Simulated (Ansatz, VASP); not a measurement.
# One calculation of Ir, two programs

```
CELL_PARAMETERS angstrom
2.71073 0.00000 0.00000
-1.35536 2.34756 0.00000
0.00000 0.00000 8.84740
ATOMIC_POSITIONS crystal
Ir 0.00000 0.00000 0.00000
Ir 0.33333 0.66667 0.25000
Ir 0.00000 0.00000 0.50000
Ir 0.66667 0.33333 0.75000
```

Alike in both runs: functional PBEsol; k mesh 18 × 18 × 6; occupations gaussian, width 0.1 eV; no spin polarisation.

Ansatz relaxed the structure, and its values are those at the end. VASP's run is a single point on that final structure, the one shown.

|  | VASP | Ansatz |
| --- | --- | --- |
| version | VASP 6.6.1 | Ansatz 0.2.0 |
| potentials or method | VASP PAW PBE potentials, release 64 (Ir), cutoff 520 eV | scalar-relativistic, plane waves, PAW |
| valence electrons in the cell | 36 | 68 |

Ansatz gave:

- gap on the k mesh at the Fermi level (eV): none
- pressure (GPa): 0.0

Q: Which values does VASP return?

A: gap on the k mesh at the Fermi level (eV): none; pressure (GPa): 1.0.

VASP's potentials were made for PBE, not for PBEsol. A gap of «none» marks a metal or a gap that the smearing closes. VASP's potentials hold 36 valence electrons a cell and Ansatz's 68, so a difference there can come from the potentials and not from the codes.

Spin-orbit coupling is off throughout.
